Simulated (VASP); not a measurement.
# TiO2 (I4_1/amd) in VASP: notebook, part 2 of 3

VASP 6.6.1.

## (3) Single point, PBE (11.43 Å³/atom)

This run uses another cell than the first one, of 11.43 Å³/atom.

File INCAR:

```
SYSTEM = TiO2
PREC = Accurate
ENCUT = 520
EDIFF = 1E-6
ISMEAR = 0
SIGMA = 0.05
LREAL = .False.
LASPH = .True.
NELM = 80
ALGO = Normal
ISIF = 2
LWAVE = .False.
LCHARG = .False.
GGA = PE
NBANDS = 33
```

File KPOINTS:

```
regular mesh
0
Gamma
  8 8 8
  0 0 0
```

File POSCAR:

```
TiO2
1.0
   -1.8929021781      1.8929021781      4.7859842180
    1.8929021781     -1.8929021781      4.7859842180
    1.8929021781      1.8929021781     -4.7859842180
Ti O
2 4
Direct
    0.0000000000      0.0000000000      0.0000000000
    0.7500000000      0.2500000000      0.5000000000
    0.2080309301      0.2080309301      0.0000000000
    0.9580309301      0.4580309301      0.5000000000
    0.5419690699      0.0419690699      0.5000000000
    0.7919690699      0.7919690699      0.0000000000
```

Potentials or basis: VASP PAW PBE potentials, release 64 (Ti_sv, O).

Started as:

```console
> cat potpaw_PBE.64/Ti_sv/POTCAR potpaw_PBE.64/O/POTCAR > POTCAR
> mpirun -np 1 vasp_std > vasp.out
```

OUTCAR:

```text
SYSTEM = TiO2
   PREC = Accurate
   ENCUT = 520
   EDIFF = 1E-6
   ISMEAR = 0
   LREAL = .False.
   LASPH = .True.
   NELM = 80
   ISIF = 2
   GGA = PE

 ion  position               nearest neighbor table
   1  0.000  0.000  0.000-   5 1.94   4 1.94   5 1.94   4 1.94   3 1.99   6 1.99
   2  0.750  0.250  0.500-   6 1.94   3 1.94   6 1.94   3 1.94   4 1.99   5 1.99
   3  0.208  0.208  0.000-   2 1.94   2 1.94   1 1.99
   4  0.958  0.458  0.500-   1 1.94   1 1.94   2 1.99
   5  0.542  0.042  0.500-   1 1.94   1 1.94   2 1.99
   6  0.792  0.792  0.000-   2 1.94   2 1.94   1 1.99

  LATTYP: Found a body centered tetragonal cell.
 ALAT       =     3.7858043562
 C/A-ratio  =     2.5283843367

  Lattice vectors:

 A1 = (  -1.8929021781,   1.8929021781,   4.7859842180)
 A2 = (   1.8929021781,  -1.8929021781,   4.7859842180)
 A3 = (   1.8929021781,   1.8929021781,  -4.7859842180)

Analysis of symmetry for initial positions (statically):
=====================================================================
 Subroutine PRICEL returns:
 Original cell was already a primitive cell.

 Routine SETGRP: Setting up the symmetry group for a
 body centered tetragonal supercell.

 Subroutine GETGRP returns: Found 16 space group operations
 (whereof  8 operations were pure point group operations)
 out of a pool of 16 trial point group operations.

The static configuration has the point symmetry D_2d.
 The point group associated with its full space group is D_4h.

Analysis of symmetry for dynamics (positions and initial velocities):
=====================================================================
 Subroutine PRICEL returns:
 Original cell was already a primitive cell.

 Routine SETGRP: Setting up the symmetry group for a
 body centered tetragonal supercell.

 Subroutine GETGRP returns: Found 16 space group operations
 (whereof  8 operations were pure point group operations)
 out of a pool of 16 trial point group operations.
[... 132 lines left out ...]
  Fermi-wavevector in a.u.,A,eV,Ry     =   1.453425  2.746576 28.741560  2.112445
  Thomas-Fermi vector in A             =   2.570693
   LORBIT       =      0    0 simple, 1 ext, 2 COOP (PROOUT), +10 PAW based schemes
   GGA     = PE    functional components
   LHFCALC =     F    Hartree Fock is set to
   AEXX    =    0.0000 exact exchange contribution
   IVDW    =     0    specifies the selected vdW correction
   LEPSILON=     F    determine dielectric tensor
   LRPA    =     F    only Hartree local field effects (RPA)
 non-spin polarized calculation
 Gauss-broadening in eV      SIGMA  =   0.05
  energy-cutoff  :      520.00
  volume of cell :       68.59
 maximum number of plane-waves:      1859
 NGX is ok and might be reduce to    42
   NGX = 21   NGY = 21   NGZ = 21

 number of electron      47.9999991 magnetization

 Free energy of the ion-electron system (eV)
  ---------------------------------------------------
  ext. energy  EPLUGINS =         0.00000000
  ---------------------------------------------------
  free energy    TOTEN  =       -53.84226539 eV

  energy without entropy =      -53.84226539  energy(sigma->0) =      -53.84226539

 E-fermi :   3.7026     XC(G=0): -10.7020

 val. band max:        3.3121736916   @ k =  -0.3750   0.3750   0.0000
 cond. band min:       5.4420681381   @ k =   0.0000   0.0000   0.0000
 fundamental gap:      2.1298944465
 Fermi energy:         3.7026390645

 k-point     1 :       0.0000    0.0000    0.0000
  band No.  band energies     occupation
      1     -53.0781      2.00000
      2     -53.0206      2.00000
      3     -29.5319      2.00000
      4     -29.2995      2.00000
      5     -29.2995      2.00000
      6     -29.2311      2.00000
[... 853 lines left out ...]
     32       9.9103      0.00000
     33      10.5155      0.00000

 [... further k-points ...]

------------------------ aborting loop because EDIFF is reached ----------------------------------------

  FORCE on cell =-STRESS in cart. coord.  units (eV):
  Direction    XX          YY          ZZ          XY          YZ          ZX
  --------------------------------------------------------------------------------------
  -------------------------------------------------------------------------------------
  Total        1.8488373      1.8488373      1.8505644      0.0000000      0.0000000      0.0000000
  in kB       43.1838811     43.1838811     43.2242215      0.0000000      0.0000000      0.0000000
  external PRESSURE =      43.1973279 kB  Pullay stress =       0.0000000 kB

 VOLUME and BASIS-vectors are now :
 -----------------------------------------------------------------------------
  energy-cutoff  :      520.00
  volume of cell :       68.59
      direct lattice vectors                 reciprocal lattice vectors
    -1.892902178  1.892902178  4.785984218     0.000000000  0.264144659  0.104471719
     1.892902178 -1.892902178  4.785984218     0.264144659  0.000000000  0.104471719
     1.892902178  1.892902178 -4.785984218     0.264144659  0.264144659  0.000000000

 POSITION                                       TOTAL-FORCE (eV/Angst)
 -----------------------------------------------------------------------------------
      0.00000      0.00000      0.00000        -0.000000     -0.000000      0.000000
      0.00000      1.89290      2.39299        -0.000000     -0.000000      0.000000
      0.00000      0.00000      1.99127         0.000000      0.000000      0.022360
      0.00000      1.89290      4.38426         0.000000      0.000000      0.022360
      0.00000      1.89290      0.40173         0.000000      0.000000     -0.022360
      0.00000      0.00000      7.58070        -0.000000     -0.000000     -0.022360
 -----------------------------------------------------------------------------------
    total drift:                                0.000000     -0.000000      0.000000

  FREE ENERGIE OF THE ION-ELECTRON SYSTEM (eV)
  ---------------------------------------------------
  free  energy   TOTEN  =       -53.8422653851 eV

  energy  without entropy=      -53.8422653851  energy(sigma->0) =      -53.84226539
```

OSZICAR:

```text
N       E                     dE             d eps       ncg     rms          rms(c)
DAV:   1     0.661523938018E+03    0.66152E+03   -0.24301E+04  3894   0.169E+03
DAV:   2     0.313502825771E+02   -0.63017E+03   -0.58534E+03  4244   0.508E+02
DAV:   3    -0.661827793288E+02   -0.97533E+02   -0.95827E+02  5330   0.190E+02
DAV:   4    -0.709124690053E+02   -0.47297E+01   -0.47201E+01  5860   0.406E+01
DAV:   5    -0.711018619155E+02   -0.18939E+00   -0.18937E+00  5000   0.639E+00    0.320E+01
DAV:   6    -0.539826439367E+02    0.17119E+02   -0.78436E+01  5408   0.886E+01    0.110E+01
DAV:   7    -0.540658212021E+02   -0.83177E-01   -0.14911E+01  5088   0.326E+01    0.941E+00
DAV:   8    -0.539188245192E+02    0.14700E+00   -0.51072E-01  5170   0.599E+00    0.680E+00
DAV:   9    -0.539098110359E+02    0.90135E-02   -0.88368E-01  5388   0.108E+01    0.248E+00
DAV:  10    -0.538542866280E+02    0.55524E-01   -0.42407E-01  5274   0.641E+00    0.941E-01
DAV:  11    -0.538430734857E+02    0.11213E-01   -0.43181E-02  5075   0.149E+00    0.482E-01
DAV:  12    -0.538427252964E+02    0.34819E-03   -0.83081E-03  4665   0.105E+00    0.176E-01
DAV:  13    -0.538422833221E+02    0.44197E-03   -0.11722E-03  5279   0.360E-01    0.337E-02
DAV:  14    -0.538422603127E+02    0.23009E-04   -0.16828E-04  5007   0.138E-01    0.159E-02
DAV:  15    -0.538422650678E+02   -0.47551E-05   -0.45313E-05  4810   0.463E-02    0.662E-03
DAV:  16    -0.538422653851E+02   -0.31730E-06   -0.23101E-06  3958   0.106E-02
   1 F= -.53842265E+02 E0= -.53842265E+02  d E =-.918776E-30
```

stdout:

```text
POSCAR found type information on POSCAR TiO
 POSCAR found :  2 types and       6 ions
 scaLAPACK will be used
 LDA part: xc-table for (Slater+PW92), standard interpolation
 POSCAR, INCAR and KPOINTS ok, starting setup
 FFT: planning ... GRIDC
 FFT: planning ... GRID_SOFT
 FFT: planning ... GRID
 WAVECAR not read
 entering main loop
```

It took 5.5 min on 1 thread of Intel Xeon Platinum 8488C (Sapphire Rapids), shared host; peak memory 0.31 GiB.

Results:

- Free energy: -53.8423 eV
- Pressure: 4.3 GPa
- Largest force: 0.022 eV/Å
- Band gap on the k mesh: 2.13 eV (least direct gap 2.44 eV)

Forces in eV/Å, atoms in the order of the input:
```
Ti   0.000  0.000  0.000
Ti   0.000  0.000  0.000
O    0.000  0.000  0.022
O    0.000  0.000  0.022
O    0.000  0.000 -0.022
O    0.000  0.000 -0.022
```

Levels at points of the mesh, in eV from the valence-band top:
```tsv
k point	band 21	band 22	band 23	band 24	band 25	band 26	band 27	band 28
(0.00, 0.00, 0.00)	-0.75	-0.75	-0.43	-0.43	2.13	2.85	3.99	3.99
(0.50, 0.00, 0.00)	-1.92	-0.91	-0.83	-0.62	3.24	3.55	3.55	3.65
(0.50, 0.50, 0.00)	-2.03	-2.03	0.00	0.00	3.33	3.33	3.80	3.80
(0.50, 0.50, 0.50)	-1.24	-1.24	-0.09	-0.09	2.48	2.48	3.76	3.76
```

Caveat: the cell stands under pressure. As with any semilocal functional, this PBE gap is likely too small.

## (4) Single point, PBE

This run uses another cell than the first one, of 11.67 Å³/atom.

File INCAR:

```
PREC = Accurate ; ENCUT = 520
EDIFF = 1E-6 ; ISMEAR = 0
SIGMA = 0.05 ; LREAL = F
LASPH = T ; NELM = 60
ALGO = Normal ; ISIF = 2
LWAVE = F ; LCHARG = F
GGA = PE ; NBANDS = 33
```

File KPOINTS:

```
Automatic mesh
0
Gamma
  8 8 8
```

File POSCAR:

```
TiO2
1.0
   -1.8994287924      1.8994287924      4.8501536222
    1.8994287924     -1.8994287924      4.8501536222
    1.8994287924      1.8994287924     -4.8501536222
Ti O
2 4
Direct
    0.0000000000      0.0000000000      0.0000000000
    0.7500000000      0.2500000000      0.5000000000
    0.2064586324      0.2064586324      0.0000000000
    0.9564586324      0.4564586324      0.5000000000
    0.5435413676      0.0435413676      0.5000000000
    0.7935413676      0.7935413676      0.0000000000
```

Started as:

```console
> cat potpaw_PBE.64/Ti_sv/POTCAR potpaw_PBE.64/O/POTCAR > POTCAR
> mpirun -np 1 vasp_std > vasp.out
```

Run time: 5.7 min. Hardware: 1 thread of Intel Xeon Platinum 8488C (Sapphire Rapids), shared host; peak memory 0.31 GiB.

It converged, with:

- Free energy: -53.8648 eV
- Pressure: 0.7 GPa
- Largest force: 0.018 eV/Å
- Band gap on the k mesh: 2.14 eV (least direct gap 2.41 eV)

Forces in eV/Å, atoms in the order of the input:
```
Ti   0.000  0.000  0.000
Ti   0.000  0.000  0.000
O    0.000  0.000  0.018
O    0.000  0.000  0.018
O    0.000  0.000 -0.018
O    0.000  0.000 -0.018
```

Levels at points of the mesh, in eV from the valence-band top:
```csv
k point,band 22,band 23,band 24,band 25,band 26,band 27
"(0.00, 0.00, 0.00)",-0.76,-0.39,-0.39,2.14,2.80,3.99
"(0.50, 0.00, 0.00)",-0.85,-0.82,-0.61,3.21,3.48,3.54
"(0.50, 0.50, 0.00)",-1.95,-0.02,-0.02,3.24,3.24,3.71
"(0.50, 0.50, 0.50)",-1.21,-0.07,-0.07,2.46,2.46,3.72
```

(Continued in part 3 of 3.)
